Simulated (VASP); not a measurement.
The system is AlNi.

```
Al Ni
1.0
     2.89308    0.00000    0.00000
     0.00000    2.89308    0.00000
     0.00000    0.00000    5.78617
Al Ni
2 2
Cartesian
  -0.0041 -0.0335 2.8767
  0.0122 0.1004 0.0492
  1.4425 1.4131 1.4301
  1.4425 1.4131 4.3232
```

```yaml
Program: VASP 6.6.1
Task: relaxation of cell and atoms
Functional: PBE
Potentials_or_basis: VASP PAW PBE potentials, release 64 (Al, Ni)
Cutoff: 600 eV
k_mesh: 12 × 12 × 6
Occupations: gaussian, width 0.15 eV
Spin: no spin polarisation
```

At the start: pressure 0.9 GPa; volume 12.11 Å³/atom.

Problem. Where does the relaxation end?

Solution. Over 13 steps the energy falls by 19.1 meV/atom; space group Pm (No. 6, to 0.1 Å) before, Pm-3m (No. 221, to 0.1 Å).

Step by step:
```csv
step,energy change (eV),largest force (eV/Å),pressure (GPa),volume (Å³)
1,0.0000,1.0463,0.87,48.43
2,-0.0530,0.4977,-1.27,48.89
3,-0.0629,0.2141,-2.16,49.21
4,-0.0717,0.1551,1.40,48.01
5,-0.0729,0.1590,0.52,48.30
6,-0.0756,0.0837,0.13,48.38
7,-0.0761,0.0419,0.03,48.42
8,-0.0761,0.0401,0.18,48.43
9,-0.0761,0.0355,0.03,48.44
10,-0.0761,0.0415,-0.01,48.43
11,-0.0765,0.0106,-0.07,48.44
12,-0.0765,0.0113,0.00,48.44
13,-0.0765,0.0095,0.02,48.44
```

Final structure:
```
CELL_PARAMETERS angstrom
2.89510 0.00022 0.00013
0.00023 2.89005 0.00095
0.00027 0.00184 5.78970
ATOMIC_POSITIONS crystal
Al 0.00004 0.00030 0.49994
Al 0.99997 0.99963 0.00008
Ni 0.50004 0.50037 0.24991
Ni 0.49995 0.49971 0.75007
```
